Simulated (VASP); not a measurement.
Set up this calculation in VASP 6.6.1, as the native input.

- Task: single point
- Functional: PBEsol
- Potentials or basis: VASP PAW PBE potentials, release 64 (Ag)
- Cutoff: 520 eV
- k mesh: 15 × 15 × 15
- Occupations: fermi-dirac, width 0.1 eV
- Spin: no spin polarisation
- Dipole correction: no
- Further INCAR settings: ALGO = Normal; EDIFF = 1e-06; NBANDS = 12

The structure of Ag lies in POSCAR:

```
Ag
1.0
   -1.5455567945      1.5455567945      1.5455567945
    1.5455567945     -1.5455567945      1.5455567945
    1.5455567945      1.5455567945     -1.5455567945
Ag
1
Direct
    0.0000000000      0.0000000000      0.0000000000
```

This cell differs from its parent crystal: volume scaled by 0.88.

These files were run (other wordings do the same):

INCAR

```
SYSTEM = Ag
PREC = Accurate
ENCUT = 520
EDIFF = 1E-6
ISMEAR = -1
SIGMA = 0.1
LREAL = .FALSE.
LASPH = .TRUE.
NELM = 60
ALGO = Normal
ISIF = 2
LWAVE = .FALSE.
LCHARG = .FALSE.
GGA = PS
NBANDS = 12
```

KPOINTS

```
regular mesh
0
G
  15 15 15
  0 0 0
```

Potentials or basis: VASP PAW PBE potentials, release 64 (Ag).

The run is started by

```bash
$ cat potpaw_PBE.64/Ag/POTCAR > POTCAR
$ mpirun -np 1 vasp_std > vasp.out
```

Results of the run:

- Pressure: 20.6 GPa

Caveat: the PAW data sets were made with another functional, which shifts forces and pressure a little.

Run time: 7.6 s on 1 thread of Intel(R) Xeon(R) 6975P-C (Granite Rapids) (shared host), peak memory 0.14 GiB.
